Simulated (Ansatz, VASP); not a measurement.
## NaB: VASP beside Ansatz

Contents of INCAR:

```
SYSTEM = NaB
PREC     = Accurate       ! precision mode
ENCUT    = 520            ! plane-wave cutoff, eV
EDIFF    = 1E-7           ! SCF threshold, eV
ISMEAR   = 0              ! smearing method
SIGMA    = 0.15           ! smearing width, eV
LREAL    = .False.        ! projectors in reciprocal space
LASPH    = .True.         ! aspherical terms in the spheres
NELM     = 100            ! most SCF steps
ALGO     = Normal         ! electronic algorithm
ISIF     = 2              ! what is computed and relaxed
LWAVE    = .False.        ! write WAVECAR
LCHARG   = .False.        ! write CHGCAR
NBANDS   = 12             ! bands
```

The input KPOINTS:

```
regular mesh
0
Gamma
  16 16 16
  0 0 0
```

The input POSCAR:

```
NaB
1.0
    0.0000000000      2.6838690000      2.6838690000
    2.6838690000      0.0000000000      2.6838690000
    2.6838690000      2.6838690000      0.0000000000
Na B
1 1
Direct
    0.0000000000      0.0000000000      0.0000000000
    0.5000000000      0.5000000000      0.5000000000
```

Input for Ansatz:

```yaml
crystal:
  lattice:
    - [0.0, 2.683869, 2.683869]
    - [2.683869, 0.0, 2.683869]
    - [2.683869, 2.683869, 0.0]
  atoms:
    - { symbol: Na, position: [0.0, 0.0, 0.0] }
    - { symbol: B, position: [0.5, 0.5, 0.5] }
basis:
  ecutwfc: 420
kpoints:
  mp_grid: { grid: [16, 16, 16] }
hamiltonian:
  xc: lda
scf:
  occupations: { method: gaussian, width: 0.15 }
output:
  forces: true
  stress: true
  eigenvalues: true
```

Alike in both runs: task single point; functional LDA; k mesh 16 × 16 × 16; occupations gaussian, width 0.15 eV; no spin polarisation.

|  | VASP | Ansatz |
| --- | --- | --- |
| version | VASP 6.6.1 | Ansatz 0.2.0 |
| potentials or method | VASP PAW LDA potentials, release 64 (Na_pv, B), cutoff 520 eV | scalar-relativistic, plane waves, PAW |
| valence electrons in the cell | 10 | 12 |

|  | VASP | Ansatz | Ansatz less VASP |
| --- | --- | --- | --- |
| gap on the k mesh at the Fermi level (eV) | none | none | - |
| pressure (GPa) | -2.5 | -2.5 | -0.02 |

LDA's correlation is that of Perdew and Zunger in VASP and of Perdew and Wang (1992) in Ansatz. A gap of «none» marks a metal or a gap that the smearing closes. VASP's potentials hold 10 valence electrons a cell and Ansatz's 12, so a difference there can come from the potentials and not from the codes.
